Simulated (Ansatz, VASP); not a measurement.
GaN in VASP and in Ansatz

```
Ga N
1.0
     0.00000    2.24894    2.24894
     2.24894    0.00000    2.24894
     2.24894    2.24894    0.00000
Ga N
1 1
Direct
  0.00000 0.00000 0.00000
  0.75000 0.75000 0.75000
```

Alike in both runs: functional r2SCAN; k mesh 10 × 10 × 10; occupations gaussian, width 0.02 eV; no spin polarisation.

Ansatz relaxed the structure, and its values are those at the end. VASP's run is a single point on that final structure, the one shown.

|  | VASP | Ansatz |
| --- | --- | --- |
| version | VASP 6.6.1 | Ansatz 0.2.0 |
| potentials or method | VASP PAW PBE potentials, release 64 (Ga_d, N), cutoff 520 eV | scalar-relativistic, plane waves, PAW |
| valence electrons in the cell | 18 | 18 |

Ansatz gave:

| Property | Result |
| --- | --- |
| gap on the k mesh at the Fermi level (eV) | 2.17 |
| least direct gap on the mesh (eV) | 2.17 |
| pressure (GPa) | 0.0 |

**Question.** Estimate VASP's values.

**Answer.** gap on the k mesh at the Fermi level (eV): 2.16; least direct gap on the mesh (eV): 2.16; pressure (GPa): 1.1.

VASP's potentials were made for PBE, not for r2SCAN.
